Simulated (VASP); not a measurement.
# EuS (Fm-3m) in VASP: notebook, part 2 of 2

VASP 6.6.1.

## Step 3: Single point, r2SCAN+U, collinear spin, ferromagnetic start

This run uses another cell than the first one, of 22.74 Å³/atom.

POSCAR

```
EuS
1.0
    0.0000000000      2.8332981250      2.8332981250
    2.8332981250      0.0000000000      2.8332981250
    2.8332981250      2.8332981250      0.0000000000
Eu S
1 1
Direct
    0.0000000000      0.0000000000      0.0000000000
    0.5000000000      0.5000000000      0.5000000000
```

INCAR.step1

```
PREC = Accurate ; ENCUT = 800
ISMEAR = 1 ; SIGMA = 0.1
LREAL = False ; LASPH = True
NELM = 200 ; ISPIN = 2
MAGMOM = 9.1 0 ; LMAXMIX = 6
LDAU = True ; LDAUTYPE = 2
LDAUL = 3 -1 ; LDAUU = 3 0
LDAUJ = 0 0 ; NBANDS = 22
GGA = PE ; ALGO = Normal
EDIFF = 1E-5 ; LWAVE = True
LCHARG = False ; GGA_COMPAT = False
```

INCAR.step2

```
PREC = Accurate ; ENCUT = 800
EDIFF = 1E-6 ; ISMEAR = 1
SIGMA = 0.1 ; LREAL = False
LASPH = True ; NELM = 200
ALGO = Normal ; ISIF = 2
LWAVE = False ; LCHARG = False
ISPIN = 2 ; MAGMOM = 9.1 0
LORBIT = 11 ; LMAXMIX = 6
LDAU = True ; LDAUTYPE = 2
LDAUL = 3 -1 ; LDAUU = 3 0
LDAUJ = 0 0 ; LDAUPRINT = 1
METAGGA = R2SCAN ; LMIXTAU = True
NBANDS = 22 ; ISTART = 1
GGA_COMPAT = False
```

KPOINTS

```
Automatic mesh
0
Gamma
  7 7 7
```

Potentials or basis: VASP PAW PBE potentials, release 64 (Eu, S).

Started as:

```sh
> cat potpaw_PBE.64/Eu/POTCAR potpaw_PBE.64/S/POTCAR > POTCAR
> cp INCAR.step1 INCAR
> mpirun -np 1 vasp_std > vasp.out
> cp INCAR.step2 INCAR
> mpirun -np 1 vasp_std > vasp.out
```

OUTCAR:

```text
PREC = Accurate
   ENCUT = 800
   EDIFF = 1E-6
   ISMEAR = 1
   LREAL = False
   LASPH = True
   NELM = 200
   ISIF = 2
   ISPIN = 2
   LORBIT = 11
   METAGGA = R2SCAN
   ISTART = 1

 ion  position               nearest neighbor table
   1  0.000  0.000  0.000-   2 2.83   2 2.83   2 2.83   2 2.83   2 2.83   2 2.83
   2  0.500  0.500  0.500-   1 2.83   1 2.83   1 2.83   1 2.83   1 2.83   1 2.83

  LATTYP: Found a face centered cubic cell.
 ALAT       =     5.6665962500

  Lattice vectors:

 A1 = (   0.0000000000,   2.8332981250,   2.8332981250)
 A2 = (   2.8332981250,   0.0000000000,   2.8332981250)
 A3 = (   2.8332981250,   2.8332981250,   0.0000000000)

Analysis of symmetry for initial positions (statically):
=====================================================================
 Subroutine PRICEL returns:
 Original cell was already a primitive cell.

 Routine SETGRP: Setting up the symmetry group for a
[... 741 lines left out ...]
      5      -9.3296      1.00000
      6       2.4029      1.00000
[... 489 lines left out ...]
     21      14.8023      0.00000
     22      16.0756      0.00000

------------------------ aborting loop because EDIFF is reached ----------------------------------------

  FORCE on cell =-STRESS in cart. coord.  units (eV):
  Direction    XX          YY          ZZ          XY          YZ          ZX
  --------------------------------------------------------------------------------------
  -------------------------------------------------------------------------------------
  Total        2.8003793      2.8003793      2.8003793      0.0000000      0.0000000     -0.0000000
  in kB       98.6326316     98.6326316     98.6326316      0.0000000      0.0000000     -0.0000000
  external PRESSURE =      98.6326316 kB  Pullay stress =       0.0000000 kB

 VOLUME and BASIS-vectors are now :
 -----------------------------------------------------------------------------
  energy-cutoff  :      800.00
  volume of cell :       45.49
      direct lattice vectors                 reciprocal lattice vectors
     0.000000000  2.833298125  2.833298125    -0.176472781  0.176472781  0.176472781
     2.833298125  0.000000000  2.833298125     0.176472781 -0.176472781  0.176472781
     2.833298125  2.833298125  0.000000000     0.176472781  0.176472781 -0.176472781

 POSITION                                       TOTAL-FORCE (eV/Angst)
 -----------------------------------------------------------------------------------
      0.00000      0.00000      0.00000        -0.000000     -0.000000     -0.000000
      2.83330      2.83330      2.83330         0.000000      0.000000      0.000000
 -----------------------------------------------------------------------------------
    total drift:                                0.000000     -0.000000     -0.000000

  FREE ENERGIE OF THE ION-ELECTRON SYSTEM (eV)
  ---------------------------------------------------
  free  energy   TOTEN  =       -52.0408331222 eV

  energy  without entropy=      -52.0416296274  energy(sigma->0) =      -52.04109862

 total charge

# of ion       s       p       d       f       tot
--------------------------------------------------
    1        2.043   5.835   0.340   6.732  14.951
    2        1.311   2.529   0.000   0.000   3.840
--------------------------------------------------
tot          3.354   8.364   0.340   6.732  18.791

 magnetization (x)

# of ion       s       p       d       f       tot
--------------------------------------------------
    1       -0.025  -0.188   0.085   6.700   6.571
    2       -0.011  -0.079   0.000   0.000  -0.090
--------------------------------------------------
tot         -0.037  -0.267   0.085   6.700   6.481
```

OUTCAR.step1:

```text
PREC = Accurate
   ENCUT = 800
   ISMEAR = 1
   LREAL = False
   LASPH = True
[... 1239 lines left out ...]
      0.00000      0.00000      0.00000        -0.000000      0.000000     -0.000000
      2.83330      2.83330      2.83330         0.000000     -0.000000      0.000000
 -----------------------------------------------------------------------------------
    total drift:                                0.000000     -0.000000     -0.000000

  FREE ENERGIE OF THE ION-ELECTRON SYSTEM (eV)
  ---------------------------------------------------
  free  energy   TOTEN  =       -19.2941443866 eV

  energy  without entropy=      -19.2943304326  energy(sigma->0) =      -19.29420640
```

OSZICAR.step1:

```text
N       E                     dE             d eps       ncg     rms          rms(c)
DAV:   1     0.173212088784E+03    0.17321E+03   -0.10994E+04  2472   0.623E+03
DAV:   2     0.137802509215E+02   -0.15943E+03   -0.13550E+03  2478   0.471E+02
DAV:   3    -0.127607079322E+02   -0.26541E+02   -0.25955E+02  2666   0.136E+02
DAV:   4    -0.151640918294E+02   -0.24034E+01   -0.23903E+01  3266   0.295E+01
DAV:   5    -0.152995168785E+02   -0.13543E+00   -0.13526E+00  2960   0.849E+00    0.307E+01
DAV:   6    -0.187962329215E+02   -0.34967E+01   -0.32640E+00  2612   0.303E+01    0.199E+01
DAV:   7    -0.194008394811E+02   -0.60461E+00   -0.47794E+00  2774   0.476E+01    0.133E+01
DAV:   8    -0.192719387389E+02    0.12890E+00   -0.23276E+00  2288   0.282E+01    0.972E+00
DAV:   9    -0.192860326963E+02   -0.14094E-01   -0.24437E-01  3032   0.965E+00    0.522E+00
DAV:  10    -0.192941824479E+02   -0.81498E-02   -0.40923E-02  2934   0.336E+00    0.307E+00
DAV:  11    -0.192938893502E+02    0.29310E-03   -0.65958E-03  3164   0.123E+00    0.178E+00
DAV:  12    -0.192942935045E+02   -0.40415E-03   -0.39131E-03  2790   0.112E+00    0.595E-01
DAV:  13    -0.192941195719E+02    0.17393E-03   -0.11002E-03  3104   0.468E-01    0.490E-01
DAV:  14    -0.192941388483E+02   -0.19276E-04   -0.43544E-05  2632   0.755E-02    0.317E-01
DAV:  15    -0.192941443866E+02   -0.55383E-05   -0.76714E-06  1798   0.630E-02
   1 F= -.19294144E+02 E0= -.19294206E+02  d E =0.186046E-03  mag=     6.9688
```

Wall time 6.3 min (1 thread of Oxide Virtual Turin-like, shared host); peak memory 0.32 GiB.

What came out:

```yaml
Free_energy: -52.0408 eV
Pressure: 9.9 GPa
Band_gap_on_the_k_mesh: zero (filled and empty bands overlap)
Net_moment: 7.00 μB per cell
Site_moments: Eu +6.57; S -0.09 μB
Valence_electrons_inside_the_program's_atomic_spheres: Eu 14.95; S 3.84
```

Levels at points of the mesh, in eV from the Fermi level:
Spin up:
| k point | band 11 | band 12 | band 13 | band 14 | band 15 | band 16 | band 17 | band 18 | band 19 | band 20 |
| --- | --- | --- | --- | --- | --- | --- | --- | --- | --- | --- |
| (0.00, 0.00, 0.00) | -0.43 | -0.43 | 0.17 | 0.17 | 0.17 | 1.59 | 1.59 | 1.59 | 2.64 | 2.64 |
Spin down:
| k point | band 6 | band 7 | band 8 | band 9 | band 10 | band 11 |
| --- | --- | --- | --- | --- | --- | --- |
| (0.00, 0.00, 0.00) | -2.44 | -2.44 | -2.44 | 2.42 | 2.42 | 2.42 |

Eigenvalues of the final occupation matrices:
```csv
site,spin,trace,eigenvalues
site 1 f,1,6.72,0.95 0.95 0.95 0.96 0.97 0.97 0.97
site 1 f,2,0.02,0.00 0.00 0.00 0.00 0.00 0.00 0.00
```

Caveat: the cell stands under pressure; the PAW data sets were made with another functional, which shifts forces and pressure a little; spin-orbit coupling is left out, which moves the levels of the heavy elements; a cell with one magnetic atom can't hold antiferromagnetic order, which such compounds often take.
